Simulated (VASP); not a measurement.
Write the native input for VASP 6.6.1 that does the following.

```
Task                   : electric field gradients
Functional             : PBE
Potentials or basis    : VASP PAW PBE potentials, release 64 (K_sv, Ta_pv, O)
Cutoff                 : 520 eV
k mesh                 : 5 × 5 × 5
Occupations            : fermi-dirac, width 0.01 eV
Spin                   : no spin polarisation
Dipole correction      : no
Further INCAR settings : ALGO = Normal; EDIFF = 1e-08; NBANDS = 27
```

The structure of KTaO3 lies in POSCAR:

```
KTaO3
1.0
    3.9883000000      0.0199415000      0.0199415000
    0.0199415000      3.9883000000      0.0199415000
    0.0199415000      0.0199415000      3.9883000000
K Ta O
1 1 3
Direct
    0.5000000000      0.5000000000      0.5000000000
    0.0000000000      0.0000000000      0.0000000000
    0.5000000000      0.0000000000      0.0000000000
    0.0000000000      0.5000000000      0.0000000000
    0.0000000000      0.0000000000      0.5000000000
```

This cell differs from its parent crystal: equal xy, yz and zx shear strains of +1 %.

The input as run:

INCAR

```
SYSTEM = KTaO3
ALGO = Normal ; EDIFF = 1E-8
ENCUT = 520 ; GGA = PE
ISIF = 2 ; ISMEAR = -1
LASPH = .True. ; LCHARG = .False.
LEFG = .True. ; LREAL = .False.
LWAVE = .False. ; NBANDS = 27
NELM = 60 ; PREC = Accurate
SIGMA = 0.01
```

KPOINTS

```
k-points
0
Gamma
  5 5 5
  0 0 0
```

Potentials or basis: VASP PAW PBE potentials, release 64 (K_sv, Ta_pv, O).

Launch:

```console
$ cat potpaw_PBE.64/K_sv/POTCAR potpaw_PBE.64/Ta_pv/POTCAR potpaw_PBE.64/O/POTCAR > POTCAR
$ mpirun -np 1 vasp_std > vasp.out
```

It gave:

```json
{"Pressure": "6.1 GPa", "Band gap on the k mesh": "2.26 eV, indirect (least direct gap 2.75 eV)"}
```

Caveat: the cell differs from its parent crystal (equal xy, yz and zx shear strains of +1 %); without QUAD_EFG the Cq values of the log hold for a quadrupole moment of 1 mb, not for the nuclei; spin-orbit coupling is left out, which moves the levels of the heavy elements.

It took 27 s on 1 thread of Intel Xeon 6975P-C (shared host), peak memory 0.19 GiB.
